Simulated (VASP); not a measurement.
Zr:

```
CELL_PARAMETERS angstrom
-1.79085 1.79085 1.79085
1.79085 -1.79085 1.79085
1.79085 1.79085 -1.79085
ATOMIC_POSITIONS crystal
Zr 0.00000 0.00000 0.00000
```

This isn't the form of Zr at room conditions, which is hcp.

* Program: VASP 6.6.1
* Task: relaxation of cell and atoms
* Functional: PBE
* Dispersion: D3(BJ)
* Potentials or basis: VASP PAW PBE potentials, release 64 (Zr_sv)
* Cutoff: 500 eV
* k mesh: 16 × 16 × 16
* Occupations: gaussian, width 0.1 eV
* Spin: no spin polarisation

At the start: pressure -4.4 GPa; volume 22.97 Å³/atom.

Problem. How do energy, volume and symmetry change on relaxing?

Solution. Over 3 steps the energy falls by 16.4 meV/atom and the volume is 21.82 Å³/atom (-5.0 %); space group Im-3m (No. 229, to 0.1 Å) before and after.

The path:
```tsv
step	energy change (eV)	largest force (eV/Å)	pressure (GPa)	volume (Å³)
1	0.0000	0.0000	-4.38	22.97
2	-0.0061	0.0000	3.91	20.95
3	-0.0164	0.0000	-0.01	21.82
```

Final structure:
```yaml
crystal:
  lattice:
    - [-1.76030, 1.76030, 1.76030]
    - [1.76030, -1.76030, 1.76030]
    - [1.76030, 1.76030, -1.76030]
  atoms:
    - { symbol: Zr, position: [0.00000, 0.00000, 0.00000] }
```
